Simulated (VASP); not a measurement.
Here is a VASP 6.6.1 calculation.

INCAR

```
SYSTEM = ZrGe2Pd3
PREC = Accurate
ENCUT = 520
EDIFF = 1E-6
ISMEAR = 0
SIGMA = 0.2
LREAL = .FALSE.
LASPH = .TRUE.
NELM = 100
ALGO = Fast
ISIF = 2
LWAVE = .FALSE.
LCHARG = .FALSE.
GGA = PE
NBANDS = 44
```

Contents of KPOINTS:

```
regular mesh
0
G
  4 4 3
  0 0 0
```

The input POSCAR:

```
ZrGe2Pd3
1.0
    5.0199686117      0.0000000000      0.0000000000
    0.0000000000      5.0199686117      0.0000000000
    0.0000000000      0.0000000000      5.0014050055
Zr Ge Pd
1 2 3
Direct
    0.5000000000      0.5000000000      0.5000000000
    0.0000000000      0.0000000000      0.0000000000
    0.0000000000      0.0000000000      0.5000000000
    0.5000000000      0.5000000000      0.0000000000
    0.0000000000      0.5000000000      0.0000000000
    0.5000000000      0.0000000000      0.0000000000
```

Potentials or basis: VASP PAW PBE potentials, release 64 (Zr_sv, Ge_d, Pd).

Launch:

```bash
$ cat potpaw_PBE.64/Zr_sv/POTCAR potpaw_PBE.64/Ge_d/POTCAR potpaw_PBE.64/Pd/POTCAR > POTCAR
$ mpirun -np 1 vasp_std > vasp.out
```

Question: What does it give for the pressure?

Answer: 0.0 GPa.

Question: Predict the band gap on the k mesh.

Answer: Zero (bands 35 and 36 overlap by 1.18 eV).

Caveat: the k points lie up to 0.42 Å⁻¹ apart, too coarse for converged energies and pressures of a metal.
